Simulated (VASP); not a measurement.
Wanted: the native input for a VASP 6.6.1 run.

```
Task                   : single point
Functional             : PBE
Potentials or basis    : VASP PAW PBE potentials, release 64 (Cu)
Cutoff                 : 520 eV
k mesh                 : 15 × 15 × 5
Occupations            : fermi-dirac, width 0.1 eV
Spin                   : no spin polarisation
Dipole correction      : no
Further INCAR settings : ALGO = Normal; EDIFF = 1e-06; NBANDS = 24
```

The structure of Cu lies in POSCAR:

```
Cu
1.0
    0.0000000000      1.8147994276     -1.8147994276
   -1.8147994276      0.0000000000      1.8147994276
    3.6295988553      3.6295988553      3.6295988553
Cu
3
Direct
    0.0000000000      0.0000000000      0.0000000000
    0.3333333330      0.6666666670      0.3333333330
    0.6666666670      0.3333333330      0.6666666670
```

These files were run (other wordings do the same):

INCAR

```
SYSTEM = Cu
ALGO = Normal
EDIFF = 1E-6
ENCUT = 520
GGA = PE
ISIF = 2
ISMEAR = -1
LASPH = .TRUE.
LCHARG = .FALSE.
LREAL = .FALSE.
LWAVE = .FALSE.
NBANDS = 24
NELM = 100
PREC = Accurate
SIGMA = 0.1
```

KPOINTS

```
k-points
0
G
  15 15 5
  0 0 0
```

Potentials or basis: VASP PAW PBE potentials, release 64 (Cu).

The run is started by

```console
$ cat potpaw_PBE.64/Cu/POTCAR > POTCAR
$ mpirun -np 1 vasp_std > vasp.out
```

It gave:

```
Pressure : 0.6 GPa
```

Wall time 53 s on 1 thread of Intel Xeon 6975P-C, on a shared host, peak memory 0.2 GiB.
